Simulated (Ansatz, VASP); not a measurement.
Two plane-wave programs on In2O3

```
In O
1.0
     2.78800    1.60965    4.91653
    -2.78800    1.60965    4.91653
     0.00000   -3.21930    4.91653
In O
4 6
Direct
  0.35730 0.35730 0.35730
  0.14270 0.14270 0.14270
  0.64270 0.64270 0.64270
  0.85730 0.85730 0.85730
  0.54646 0.95354 0.25000
  0.25000 0.54646 0.95354
  0.95354 0.25000 0.54646
  0.45354 0.04646 0.75000
  0.75000 0.45354 0.04646
  0.04646 0.75000 0.45354
```

Alike in both runs: task relaxation of cell and atoms; functional PBE; k mesh 6 × 6 × 6; occupations gaussian, width 0.02 eV; no spin polarisation.

|  | VASP | Ansatz |
| --- | --- | --- |
| version | VASP 6.6.1 | Ansatz 0.2.0 |
| potentials or method | VASP PAW PBE potentials, release 64 (In_d, O), cutoff 600 eV | scalar-relativistic, plane waves, PAW |
| valence electrons in the cell | 88 | 88 |

```tsv
	VASP	Ansatz	Ansatz less VASP
gap on the k mesh at the Fermi level, each at its own relaxed structure (eV)	0.95	0.97	+0.019
relaxed volume (Å³/atom)	13.26	13.24	-0.021
relaxed cell length with the largest relative difference (Å)	5.880	5.879	-0.0009
```
